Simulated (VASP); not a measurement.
Runs of VASP 6.6.1 on CoSi2. The structure is that of space group Fm-3m (No. 225), or close to it. The cells are those of the table. 

```tsv
spin	fixed moment (μB)	cell	pressure (GPa)	moment (μB)
collinear, ferromagnetic start	1.1	a = 3.706 Å, angles 60.0°, 3 atoms	14.2	1.10
collinear, ferromagnetic start	1.925	a = 3.654 Å, angles 60.0°, 3 atoms	34.8	1.92
collinear, ferromagnetic start	1.1	a = 3.600 Å, angles 60.0°, 3 atoms	38.6	1.10
collinear, ferromagnetic start	0.55	a = 3.757 Å, angles 60.0°, 3 atoms	0.9	0.55
collinear, ferromagnetic start	1.375	a = 3.600 Å, angles 60.0°, 3 atoms	42.1	1.38
collinear, ferromagnetic start	1.1	a = 3.757 Å, angles 60.0°, 3 atoms	5.4	1.10
collinear, ferromagnetic start	1.1	a = 3.901 Å, angles 60.0°, 3 atoms	(b)	1.10
off	-	a = 3.854 Å, angles 60.0°, 3 atoms	(a)	-
```

Alike in all rows: task single point; level PBEsol; potentials or basis VASP PAW PBE potentials, release 64 (Co, Si); k mesh 14 × 14 × 14; cutoff (eV) 520; smearing gaussian 0.15 eV.

Fill in the values left out.

(a) -12.6; (b) -12.3.

Caveats: the PAW data sets were made with another functional, which shifts forces and pressure a little; the total moment is fixed, so each spin has its own Fermi level (at least some runs); the cell stands under pressure (at least some runs); the cell stands under tension (at least some runs).
